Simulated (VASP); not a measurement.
## C: single point with LDA

Crystal: C.

```
C
1.0
     2.53880    0.00000    0.00000
    -1.26940    2.19867    0.00000
     0.00000    0.00000    8.29165
C
8
Direct
  0.66667 0.33333 0.84375
  0.33333 0.66667 0.34375
  0.66667 0.33333 0.65625
  0.33333 0.66667 0.15625
  0.00000 0.00000 0.90625
  0.00000 0.00000 0.40625
  0.00000 0.00000 0.59375
  0.00000 0.00000 0.09375
```

```
Program             : VASP 6.6.1
Task                : single point
Functional          : LDA
Potentials or basis : VASP PAW LDA potentials, release 64 (C)
Cutoff              : 520 eV
k mesh              : 12 × 12 × 4
Occupations         : fermi-dirac, width 0.05 eV
Spin                : no spin polarisation
```

```
Pressure               : -19.2 GPa
Largest force          : 0.319 eV/Å
Band gap on the k mesh : 4.32 eV, indirect (least direct gap 5.09 eV)
```

Forces on the atoms (eV/Å):
```
C    0.000  0.000  0.316
C    0.000  0.000  0.316
C    0.000  0.000 -0.316
C    0.000  0.000 -0.316
C    0.000  0.000  0.319
C    0.000  0.000  0.319
C    0.000  0.000 -0.319
C    0.000  0.000 -0.319
```

Stress tensor (GPa, compression positive):
```
-23.18   0.00   0.00
  0.00 -23.18   0.00
  0.00   0.00 -11.33
```

Levels at points of the mesh, in eV from the valence-band top:
| k point | band 13 | band 14 | band 15 | band 16 | band 17 | band 18 | band 19 | band 20 |
| --- | --- | --- | --- | --- | --- | --- | --- | --- |
| (0.00, 0.00, 0.00) | -1.70 | -0.22 | 0.00 | 0.00 | 5.09 | 5.09 | 5.60 | 6.86 |
| (0.50, 0.00, 0.00) | -4.90 | -4.44 | -3.63 | -2.86 | 4.37 | 5.49 | 5.75 | 5.89 |
| (0.00, 0.00, 0.50) | -0.66 | -0.66 | -0.66 | -0.66 | 5.86 | 5.86 | 5.86 | 5.86 |
| (0.50, 0.00, 0.50) | -4.62 | -4.62 | -3.58 | -3.58 | 4.72 | 4.72 | 6.94 | 6.94 |

Run time: 34 s on 1 thread of AMD EPYC 9R45 96-Core Processor (Zen 5) (shared host), peak memory 0.14 GiB.

A k mesh can miss the band edges. As with any semilocal functional, this LDA gap is likely too small.
